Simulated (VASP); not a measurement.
Wanted: the native input for a VASP 6.6.1 run.

| Quantity | Value |
| --- | --- |
| Task | relaxation of cell and atoms |
| Functional | LDA |
| Potentials or basis | VASP PAW LDA potentials, release 64 (K_sv, Ba_sv) |
| Cutoff | 500 eV |
| k mesh | 5 × 5 × 5 |
| Occupations | fermi-dirac, width 0.02 eV |
| Spin | no spin polarisation |
| Dipole correction | no |
| Further INCAR settings | ALGO = Normal; EDIFF = 1e-07; IBRION = 2; EDIFFG = -0.02; NSW = 80; ISIF = 3 |

The structure of KBa3 lies in POSCAR:

```
KBa3
1.0
    0.0000000000      5.1301650000      5.1301650000
    5.1301650000      0.0000000000      5.1301650000
    5.1301650000      5.1301650000      0.0000000000
K Ba
1 3
Direct
    0.0000000000      0.0000000000      0.0000000000
    0.2500000000      0.2500000000      0.2500000000
    0.7500000000      0.7500000000      0.7500000000
    0.5000000000      0.5000000000      0.5000000000
```

One way to write it, as run:

INCAR

```
SYSTEM = KBa3
ALGO = Normal
EDIFF = 1E-7
EDIFFG = -0.02
ENCUT = 500
GGA = CA
GGA_COMPAT = .FALSE.
IBRION = 2
ISIF = 3
ISMEAR = -1
LASPH = .TRUE.
LCHARG = .FALSE.
LREAL = .FALSE.
LWAVE = .FALSE.
NELM = 120
NELMIN = 4
NSW = 80
PREC = Accurate
SIGMA = 0.02
```

KPOINTS

```
k-points
0
G
  5 5 5
  0 0 0
```

Potentials or basis: VASP PAW LDA potentials, release 64 (K_sv, Ba_sv).

Launch:

```sh
$ cat potpaw_LDA.64/K_sv/POTCAR potpaw_LDA.64/Ba_sv/POTCAR > POTCAR
$ mpirun -np 1 vasp_std > vasp.out
```

Results of the run:

```
Relaxed volume                        : 56.06 Å³/atom
Relaxed cell                          : a = 6.819 Å, b = 6.819 Å, c = 6.819 Å, α = 60.00°, β = 60.00°, γ = 60.00°
Space group after relaxing (to 0.1 Å) : Fm-3m (No. 225)
Energy gained by relaxing             : 42.1 meV/atom
Ionic steps                           : 4
Pressure after relaxing               : 0.0 GPa
Band gap on the k mesh                : zero (an odd number of electrons rules out a gap without spin polarisation)
```

Caveat: the volume moved by over 15 % at a fixed basis, so the end points are rough; spin-orbit coupling is left out, which moves the levels of the heavy elements.

It took 120 s on 1 thread of Intel(R) Xeon(R) 6975P-C (Granite Rapids), with other jobs on the host, peak memory 0.33 GiB.
